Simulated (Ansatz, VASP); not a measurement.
**CdTe in VASP and in Ansatz**

```
CELL_PARAMETERS angstrom
0.00000 3.27763 3.27763
3.27763 0.00000 3.27763
3.27763 3.27763 0.00000
ATOMIC_POSITIONS crystal
Cd 0.00000 0.00000 0.00000
Te 0.25000 0.25000 0.25000
```

Alike in both runs: functional r2SCAN; k mesh 9 × 9 × 9; occupations fermi-dirac, width 0.02 eV; no spin polarisation.

Ansatz relaxed the structure, and its values are those at the end. VASP's run is a single point on that final structure, the one shown.

|  | VASP | Ansatz |
| --- | --- | --- |
| version | VASP 6.6.1 | Ansatz 0.2.0 |
| potentials or method | VASP PAW PBE potentials, release 64 (Cd, Te) | PAW with Ansatz's default frozen-core files, scalar-relativistic |
| plane-wave cutoff (eV) | 520 | 500 |
| valence electrons in the cell | 18 | 36 |

Ansatz gave:

* pressure (GPa): 0.0

Problem. Which values does VASP return?

Solution. Pressure (GPa): 0.1.

VASP's potentials were made for PBE, not for r2SCAN. With one functional, cell and mesh, what is left measures potentials, basis and numerics. VASP's potentials hold 18 valence electrons a cell and Ansatz's 36, so a difference there can come from the potentials and not from the codes.

Spin-orbit coupling is off throughout.
